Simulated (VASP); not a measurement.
# SrTiO3 (Pm-3m) in VASP: a series of runs

Runs on SrTiO3. Level: r2SCAN. Tasks: single point.

All numbers are computed with VASP 6.6.1; they aren't measurements. Logs are shortened: lines on timing, memory, paths and dates and some standing lists are left out, and cuts for length are marked.

## (1) The cell of the first run

The structure is cubic, space group Pm-3m (No. 221). The conventional cell has a = 3.790 Å, b = 3.790 Å, c = 3.790 Å, α = 90.00°, β = 90.00°, γ = 90.00°. Sr (site symmetry m-3m) has 12 O at 2.68 Å and 8 Ti at 3.28 Å within 3.5 Å. Ti (site symmetry m-3m) has 6 O at 1.89 Å within 2.5 Å. Within 2.5 Å of O (site symmetry 4/mmm) lie 2 Ti at 1.89 Å.

## (2) Single point, r2SCAN, non-collinear spin, zero start, spin-orbit coupling (strain -3.0%)

POSCAR reads:

```
SrTiO3
1.0
    3.7896459565      0.0000000000      0.0000000000
    0.0000000000      3.7896459565      0.0000000000
    0.0000000000      0.0000000000      3.7896459565
Sr Ti O
1 1 3
Direct
    0.0000000000      0.0000000000      0.0000000000
    0.5000000000      0.5000000000      0.5000000000
    0.5000000000      0.5000000000      0.0000000000
    0.5000000000      0.0000000000      0.5000000000
    0.0000000000      0.5000000000      0.5000000000
```

INCAR.step1 reads:

```
SYSTEM = SrTiO3
ALGO = Normal
EDIFF = 1E-4
ENCUT = 520
GGA = PE
GGA_COMPAT = .False.
ISMEAR = 0
LASPH = .True.
LCHARG = .False.
LMAXMIX = 4
LNONCOLLINEAR = .True.
LREAL = .False.
LSORBIT = .True.
LWAVE = .True.
MAGMOM = 0 0 0 0 0 0 0 0 0 0 0 0 0 0 0
NBANDS = 55
NELM = 150
PREC = Accurate
SIGMA = 0.01
```

INCAR.step2 reads:

```
SYSTEM = SrTiO3
ALGO = Normal
EDIFF = 1E-6
ENCUT = 520
GGA_COMPAT = .False.
ISIF = 2
ISMEAR = 0
ISTART = 1
LASPH = .True.
LCHARG = .False.
LMAXMIX = 4
LMIXTAU = .True.
LNONCOLLINEAR = .True.
LORBIT = 11
LORBMOM = .True.
LREAL = .False.
LSORBIT = .True.
LWAVE = .False.
MAGMOM = 0 0 0 0 0 0 0 0 0 0 0 0 0 0 0
METAGGA = R2SCAN
NBANDS = 55
NELM = 150
PREC = Accurate
SIGMA = 0.01
```

KPOINTS reads:

```
k-points
0
Gamma
  6 6 6
  0 0 0
```

Potentials or basis: VASP PAW PBE potentials, release 64 (Sr_sv, Ti_sv, O).

The run is started by

```sh
cat potpaw_PBE.64/Sr_sv/POTCAR potpaw_PBE.64/Ti_sv/POTCAR potpaw_PBE.64/O/POTCAR > POTCAR
cp INCAR.step1 INCAR
mpirun -np 1 vasp_ncl > vasp.out
cp INCAR.step2 INCAR
mpirun -np 1 vasp_ncl > vasp.out
```

OUTCAR:

```text
SYSTEM = SrTiO3
   EDIFF = 1E-6
   ENCUT = 520
   ISIF = 2
   ISMEAR = 0
   ISTART = 1
   LASPH = .True.
   LNONCOLLINEAR = .True.
   LORBIT = 11
   LREAL = .False.
   LSORBIT = .True.
   METAGGA = R2SCAN
   NELM = 150
   PREC = Accurate

 ion  position               nearest neighbor table
   1  0.000  0.000  0.000-   3 2.68   4 2.68   5 2.68   4 2.68   5 2.68   3 2.68   5 2.68   5 2.68
                             3 2.68   4 2.68   4 2.68   3 2.68   2 3.28   2 3.28   2 3.28   2 3.28
   2  0.500  0.500  0.500-   3 1.89   4 1.89   5 1.89   3 1.89   4 1.89   5 1.89   1 3.28   1 3.28
                             1 3.28   1 3.28   1 3.28   1 3.28   1 3.28   1 3.28
   3  0.500  0.500  0.000-   2 1.89   2 1.89   1 2.68   1 2.68   1 2.68   1 2.68
   4  0.500  0.000  0.500-   2 1.89   2 1.89   1 2.68   1 2.68   1 2.68   1 2.68
   5  0.000  0.500  0.500-   2 1.89   2 1.89   1 2.68   1 2.68   1 2.68   1 2.68

  LATTYP: Found a simple cubic cell.
 ALAT       =     3.7896459565

  Lattice vectors:

 A1 = (   3.7896459565,   0.0000000000,   0.0000000000)
 A2 = (   0.0000000000,   3.7896459565,   0.0000000000)
 A3 = (   0.0000000000,   0.0000000000,   3.7896459565)

Analysis of symmetry for initial positions (statically):
=====================================================================
 Subroutine PRICEL returns:
 Original cell was already a primitive cell.

 Routine SETGRP: Setting up the symmetry group for a
 simple cubic supercell.

 Subroutine GETGRP returns: Found 48 space group operations
 (whereof 48 operations were pure point group operations)
 out of a pool of 48 trial point group operations.

The static configuration has the point symmetry O_h .

Analysis of symmetry for dynamics (positions and initial velocities):
=====================================================================
 Subroutine PRICEL returns:
 Original cell was already a primitive cell.

 Routine SETGRP: Setting up the symmetry group for a
 simple cubic supercell.

 Subroutine GETGRP returns: Found 48 space group operations
 (whereof 48 operations were pure point group operations)
 out of a pool of 48 trial point group operations.

The dynamic configuration has the point symmetry O_h .

Analysis of structural, dynamic, and magnetic symmetry:
=====================================================================
 Subroutine PRICEL returns:
 Original cell was already a primitive cell.

 Routine SETGRP: Setting up the symmetry group for a
 simple cubic supercell.

 Subroutine GETGRP returns: Found 48 space group operations
 (whereof 48 operations were pure point group operations)
 out of a pool of 48 trial point group operations.

The overall configuration has the point symmetry O_h .

 Subroutine INISYM returns: Found 48 space group operations
 (whereof 48 operations are pure point group operations),
 and found     1 'primitive' translations

----------------------------------------------------------------------------------------

                                     Primitive cell

  volume of cell :      54.4247

  direct lattice vectors                    reciprocal lattice vectors
     3.789645956  0.000000000  0.000000000     0.263876893  0.000000000  0.000000000
     0.000000000  3.789645956  0.000000000     0.000000000  0.263876893  0.000000000
     0.000000000  0.000000000  3.789645956     0.000000000  0.000000000  0.263876893

  length of vectors
     3.789645956  3.789645956  3.789645956     0.263876893  0.263876893  0.263876893

  position of ions in fractional coordinates (direct lattice)
     0.000000000  0.000000000  0.000000000
     0.500000000  0.500000000  0.500000000
     0.500000000  0.500000000  0.000000000
     0.500000000  0.000000000  0.500000000
     0.000000000  0.500000000  0.500000000

  ion indices of the primitive-cell ions
   primitive index   ion index
                 1           1
                 2           2
                 3           3
                 4           4
                 5           5

----------------------------------------------------------------------------------------

 KPOINTS: k-points

Automatic generation of k-mesh.
 Grid dimensions read from file:
 generate k-points for:    6    6    6

 Generating k-lattice:

  Cartesian coordinates                     Fractional coordinates (reciprocal lattice)
     0.043979482  0.000000000  0.000000000     0.166666667  0.000000000  0.000000000
     0.000000000  0.043979482  0.000000000     0.000000000  0.166666667  0.000000000
     0.000000000  0.000000000  0.043979482     0.000000000  0.000000000  0.166666667

  Length of vectors
     0.043979482  0.043979482  0.043979482

  Shift w.r.t. Gamma in fractional coordinates (k-lattice)
[... 74 lines left out ...]
   AEXX    =    0.0000 exact exchange contribution
   IVDW    =     0    specifies the selected vdW correction
   LEPSILON=     F    determine dielectric tensor
   LRPA    =     F    only Hartree local field effects (RPA)
 Gauss-broadening in eV      SIGMA  =   0.01
  energy-cutoff  :      520.00
  volume of cell :       54.42
 maximum number of plane-waves:      2984
   NGX = 15   NGY = 15   NGZ = 15

 number of electron      39.9999982 magnetization      -0.0000000      0.0000000     -0.0000000

 number of electron      39.9999982 magnetization       0.0000000     -0.0000000      0.0000000

 Free energy of the ion-electron system (eV)
  ---------------------------------------------------
  ext. energy  EPLUGINS =         0.00000000
  ---------------------------------------------------
  free energy    TOTEN  =       -63.05493638 eV

  energy without entropy =      -63.05493638  energy(sigma->0) =      -63.05493638

 E-fermi :   4.7952     XC(G=0): -12.4585

 val. band max:        4.6230833807   @ k =   0.5000   0.5000   0.5000
 cond. band min:       7.0723691849   @ k =   0.0000   0.0000   0.0000
 fundamental gap:      2.4492858042
 Fermi energy:         4.7951783415

 k-point     1 :       0.0000    0.0000    0.0000
  band No.  band energies     occupation
      1     -53.6355      1.00000
      2     -53.6355      1.00000
      3     -29.3366      1.00000
      4     -29.3366      1.00000
      5     -28.9840      1.00000
      6     -28.9840      1.00000
[... 1089 lines left out ...]
     51      12.6509      0.00000
     52      12.6509      0.00000
 [bands above 52 left out]

------------------------ aborting loop because EDIFF is reached ----------------------------------------

  FORCE on cell =-STRESS in cart. coord.  units (eV):
  Direction    XX          YY          ZZ          XY          YZ          ZX
  --------------------------------------------------------------------------------------
  -------------------------------------------------------------------------------------
  Total        7.6089072      7.6089072      7.6089072      0.0000000      0.0000000     -0.0000000
  in kB      223.9942929    223.9942929    223.9942929      0.0000000      0.0000000     -0.0000000
  external PRESSURE =     223.9942929 kB  Pullay stress =       0.0000000 kB

 VOLUME and BASIS-vectors are now :
 -----------------------------------------------------------------------------
  energy-cutoff  :      520.00
  volume of cell :       54.42
      direct lattice vectors                 reciprocal lattice vectors
     3.789645956  0.000000000  0.000000000     0.263876893  0.000000000  0.000000000
     0.000000000  3.789645956  0.000000000     0.000000000  0.263876893  0.000000000
     0.000000000  0.000000000  3.789645956     0.000000000  0.000000000  0.263876893

 POSITION                                       TOTAL-FORCE (eV/Angst)
 -----------------------------------------------------------------------------------
      0.00000      0.00000      0.00000         0.000000      0.000000      0.000000
      1.89482      1.89482      1.89482         0.000000      0.000000      0.000000
      1.89482      1.89482      0.00000         0.000000      0.000000      0.000000
      1.89482      0.00000      1.89482         0.000000      0.000000      0.000000
      0.00000      1.89482      1.89482         0.000000      0.000000      0.000000
 -----------------------------------------------------------------------------------
    total drift:                                0.000000      0.000000      0.000000

  FREE ENERGIE OF THE ION-ELECTRON SYSTEM (eV)
  ---------------------------------------------------
  free  energy   TOTEN  =       -63.0549363843 eV

  energy  without entropy=      -63.0549363843  energy(sigma->0) =      -63.05493638

 orbital moment (x)

 # of ion     p       d       tot
 ----------------------------------------
  1        -0.000  -0.000  -0.000
  2        -0.000  -0.000  -0.000
  3         0.000   0.000   0.000
  4        -0.000   0.000  -0.000
  5         0.000   0.000   0.000
 ----------------------------------------
           -0.000  -0.000  -0.000

 orbital moment (y)

 # of ion     p       d       tot
 ----------------------------------------
  1        -0.000   0.000  -0.000
  2         0.000  -0.000  -0.000
  3        -0.000   0.000  -0.000
  4        -0.000   0.000  -0.000
  5        -0.000   0.000  -0.000
 ----------------------------------------
           -0.000  -0.000  -0.000

 orbital moment (z)

 # of ion     p       d       tot
 ----------------------------------------
  1         0.000   0.000   0.000
  2         0.000   0.000   0.000
  3         0.000   0.000   0.000
  4         0.000   0.000   0.000
  5         0.000   0.000   0.000
 ----------------------------------------
            0.000   0.000   0.000

 Spin-Orbit-Coupling matrix elements

 Ion:    1  E_soc:     -0.1618579
 l=   1
     0.0000000    -0.0269562    -0.0269562
    -0.0269562     0.0000000    -0.0269562
    -0.0269562    -0.0269562     0.0000000
 l=   2
     0.0000000    -0.0000045     0.0000000    -0.0000045    -0.0000156
    -0.0000045     0.0000000    -0.0000117    -0.0000045    -0.0000039
     0.0000000    -0.0000117     0.0000000    -0.0000117     0.0000000
    -0.0000045    -0.0000045    -0.0000117     0.0000000    -0.0000039
    -0.0000156    -0.0000039     0.0000000    -0.0000039     0.0000000
 l=   3
     0.0000000     0.0000000     0.0000000     0.0000000     0.0000000     0.0000000     0.0000000
     0.0000000     0.0000000     0.0000000     0.0000000     0.0000000     0.0000000     0.0000000
     0.0000000     0.0000000     0.0000000     0.0000000     0.0000000     0.0000000     0.0000000
     0.0000000     0.0000000     0.0000000     0.0000000     0.0000000     0.0000000     0.0000000
[... 69 lines left out ...]
 l=   2
     0.0000000     0.0000000     0.0000000     0.0000000     0.0000000
     0.0000000     0.0000000     0.0000000     0.0000000     0.0000000
     0.0000000     0.0000000     0.0000000     0.0000000     0.0000000
     0.0000000     0.0000000     0.0000000     0.0000000     0.0000000
     0.0000000     0.0000000     0.0000000     0.0000000     0.0000000
 l=   3
     0.0000000     0.0000000     0.0000000     0.0000000     0.0000000     0.0000000     0.0000000
     0.0000000     0.0000000     0.0000000     0.0000000     0.0000000     0.0000000     0.0000000
     0.0000000     0.0000000     0.0000000     0.0000000     0.0000000     0.0000000     0.0000000
     0.0000000     0.0000000     0.0000000     0.0000000     0.0000000     0.0000000     0.0000000
     0.0000000     0.0000000     0.0000000     0.0000000     0.0000000     0.0000000     0.0000000
     0.0000000     0.0000000     0.0000000     0.0000000     0.0000000     0.0000000     0.0000000
     0.0000000     0.0000000     0.0000000     0.0000000     0.0000000     0.0000000     0.0000000

 total charge

# of ion       s       p       d       tot
------------------------------------------
    1        2.003   5.921   0.225   8.149
    2        2.257   6.394   1.814  10.465
    3        1.574   3.574   0.000   5.148
    4        1.574   3.574   0.000   5.148
    5        1.574   3.574   0.000   5.148
--------------------------------------------------
tot          8.983  23.038   2.039  34.059

 magnetization (x)

# of ion       s       p       d       tot
------------------------------------------
    1       -0.000   0.000   0.000  -0.000
    2       -0.000  -0.000  -0.000  -0.000
    3        0.000  -0.000   0.000  -0.000
    4       -0.000   0.000   0.000   0.000
    5       -0.000   0.000   0.000   0.000
--------------------------------------------------
tot         -0.000  -0.000  -0.000  -0.000

 magnetization (y)

# of ion       s       p       d       tot
------------------------------------------
    1       -0.000  -0.000   0.000  -0.000
    2       -0.000  -0.000  -0.000  -0.000
    3       -0.000   0.000   0.000   0.000
    4        0.000   0.000   0.000   0.000
    5        0.000   0.000   0.000   0.000
--------------------------------------------------
tot         -0.000  -0.000  -0.000  -0.000

 magnetization (z)

# of ion       s       p       d       tot
------------------------------------------
    1       -0.000   0.000   0.000  -0.000
    2       -0.000  -0.000  -0.000  -0.000
    3       -0.000  -0.000   0.000  -0.000
    4        0.000   0.000   0.000   0.000
    5        0.000   0.000   0.000   0.000
--------------------------------------------------
tot         -0.000  -0.000  -0.000  -0.000
```

Run time: 21 min. Hardware: 1 thread of Intel Xeon 8259CL, shared host; peak memory 0.35 GiB.

Results:

```yaml
Free_energy: -63.0549 eV
Pressure: 22.4 GPa
Net_moment: 0.00 μB per cell
Valence_electrons_inside_the_program's_atomic_spheres: Sr 8.15; Ti 10.46; O 5.15
```

Moments on the atoms (μB; x, y, z):
```
Sr  0.00 0.00 0.00
Ti  0.00 0.00 0.00
O   0.00 0.00 0.00
O   0.00 0.00 0.00
O   0.00 0.00 0.00
```

Caveat: the cell differs from its parent crystal (strain -3.0%); the cell stands under pressure; the PAW data sets were made with another functional, which shifts forces and pressure a little.

## (3) Single point, r2SCAN, non-collinear spin, zero start, spin-orbit coupling (strain -2.0%)

Edit POSCAR of step 2 so:

```diff
@@ -2,5 +2,5 @@
 1.0
-    3.7896459565      0.0000000000      0.0000000000
-    0.0000000000      3.7896459565      0.0000000000
-    0.0000000000      0.0000000000      3.7896459565
+    3.8287144715      0.0000000000      0.0000000000
+    0.0000000000      3.8287144715      0.0000000000
+    0.0000000000      0.0000000000      3.8287144715
 Sr Ti O
```

INCAR.step1 reads:

```
PREC     = Accurate       # precision mode
ENCUT    = 520            # plane-wave cutoff, eV
ISMEAR   = 0              # smearing method
SIGMA    = 0.01           # smearing width, eV
LREAL    = F              # projectors in reciprocal space
LASPH    = T              # aspherical terms in the spheres
NELM     = 150            # most SCF steps
LNONCOLLINEAR= T              # non-collinear magnetism
MAGMOM   = 0 0 0 0 0 0 0 0 0 0 0 0 0 0 0 # initial moments
LSORBIT  = T              # spin-orbit coupling
GGA_COMPAT= F            
LMAXMIX  = 4              # l up to which the mixer works
NBANDS   = 55             # bands
GGA      = PE             # functional
ALGO     = Normal         # electronic algorithm
EDIFF    = 1E-4           # SCF threshold, eV
LWAVE    = T              # write WAVECAR
LCHARG   = F              # write CHGCAR
```

INCAR.step2 reads:

```
PREC     = Accurate       # precision mode
ENCUT    = 520            # plane-wave cutoff, eV
EDIFF    = 1E-6           # SCF threshold, eV
ISMEAR   = 0              # smearing method
SIGMA    = 0.01           # smearing width, eV
LREAL    = F              # projectors in reciprocal space
LASPH    = T              # aspherical terms in the spheres
NELM     = 150            # most SCF steps
ALGO     = Normal         # electronic algorithm
ISIF     = 2              # what is computed and relaxed
LWAVE    = F              # write WAVECAR
LCHARG   = T              # write CHGCAR
LNONCOLLINEAR= T              # non-collinear magnetism
MAGMOM   = 0 0 0 0 0 0 0 0 0 0 0 0 0 0 0 # initial moments
LORBIT   = 11             # projections on sites
LSORBIT  = T              # spin-orbit coupling
GGA_COMPAT= F            
LORBMOM  = T            
LMAXMIX  = 4              # l up to which the mixer works
METAGGA  = R2SCAN         # meta-GGA
LMIXTAU  = T            
LVHAR    = T            
NBANDS   = 55             # bands
ISTART   = 1
```

KPOINTS reads:

```
Automatic mesh
0
Gamma
  6 6 6
```

Potentials or basis: VASP PAW PBE potentials, release 64 (Sr_sv, Ti_sv, O).

The run is started by

```sh
cat potpaw_PBE.64/Sr_sv/POTCAR potpaw_PBE.64/Ti_sv/POTCAR potpaw_PBE.64/O/POTCAR > POTCAR
cp INCAR.step1 INCAR
mpirun -np 1 vasp_ncl > vasp.out
cp INCAR.step2 INCAR
mpirun -np 1 vasp_ncl > vasp.out
```

It took 20 min on 1 thread of Intel Xeon 8259CL, shared host; peak memory 0.34 GiB.

Results (log left out):

| Item | Value |
| --- | --- |
| Free energy | -63.2508 eV |
| Pressure | 14.3 GPa |
| Net moment | 0.00 μB per cell |
| Valence electrons inside the program's atomic spheres | Sr 8.12; Ti 10.38; O 5.13 |

Moments on the atoms (μB; x, y, z):
```
Sr  0.00 0.00 0.00
Ti  0.00 0.00 0.00
O   0.00 0.00 0.00
O   0.00 0.00 0.00
O   0.00 0.00 0.00
```

Caveat: the cell differs from its parent crystal (strain -2.0%); the cell stands under pressure; the PAW data sets were made with another functional, which shifts forces and pressure a little.
